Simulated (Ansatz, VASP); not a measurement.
## One calculation of WS2, two programs

The input INCAR:

```
PREC = Accurate
ENCUT = 520
EDIFF = 1E-6
ISMEAR = 0
SIGMA = 0.05
LREAL = F
LASPH = T
NELM = 80
ALGO = Normal
ISIF = 2
LWAVE = F
LCHARG = F
GGA = PS
NBANDS = 35
```

File KPOINTS:

```
regular mesh
0
Gamma
  12 12 2
```

File POSCAR:

```
WS2
1.0
    3.1458813836      0.0000000000      0.0000000000
   -1.5729406918      2.7244131955      0.0000000000
    0.0000000000      0.0000000000     23.5674572586
W S
2 4
Direct
    0.3611182421      0.6805591211      0.6373485075
    0.6666666667      0.3333333333      0.3654241421
    0.3333333333      0.6666666667      0.2989469828
    0.6666666667      0.3333333333      0.5680493466
    0.3333333333      0.6666666667      0.4319506534
    0.6666666667      0.3333333333      0.7010530172
```

Input for Ansatz:

```yaml
crystal:
  lattice:
    - [3.1458813836, 0.0, 0.0]
    - [-1.5729406918, 2.7244131955, 0.0]
    - [0.0, 0.0, 23.5674572586]
  atoms:
    - { symbol: W, position: [0.3611182421, 0.6805591211, 0.6373485075] }
    - { symbol: W, position: [0.6666666667, 0.3333333333, 0.3654241421] }
    - { symbol: S, position: [0.3333333333, 0.6666666667, 0.2989469828] }
    - { symbol: S, position: [0.6666666667, 0.3333333333, 0.5680493466] }
    - { symbol: S, position: [0.3333333333, 0.6666666667, 0.4319506534] }
    - { symbol: S, position: [0.6666666667, 0.3333333333, 0.7010530172] }
basis:
  ecutwfc: 420
kpoints:
  mp_grid: { grid: [12, 12, 2] }
hamiltonian:
  xc: pbesol
scf:
  occupations: { method: gaussian, width: 0.05 }
output:
  forces: true
  stress: true
  eigenvalues: true
```

Alike in both runs: task single point; functional PBEsol; k mesh 12 × 12 × 2; occupations gaussian, width 0.05 eV; no spin polarisation.

```csv
,VASP,Ansatz
version,VASP 6.6.1,Ansatz 0.2.0
potentials or method,"VASP PAW PBE potentials, release 64 (W_sv, S), cutoff 520 eV","scalar-relativistic, plane waves, PAW"
valence electrons in the cell,52,52
```

Ansatz gave:

```
gap on the k mesh at the Fermi level (eV) : 1.51
least direct gap on the mesh (eV)         : 1.88
rms of the force components (eV/Å)        : 0.792
```

Problem. Estimate VASP's values.

Solution. gap on the k mesh at the Fermi level (eV): 1.52; least direct gap on the mesh (eV): 1.89; rms of the force components (eV/Å): 0.794.

VASP's potentials were made for PBE, not for PBEsol. Atom by atom the forces differ by 0.010 eV/Å (rms over components).

Spin-orbit coupling is off throughout.
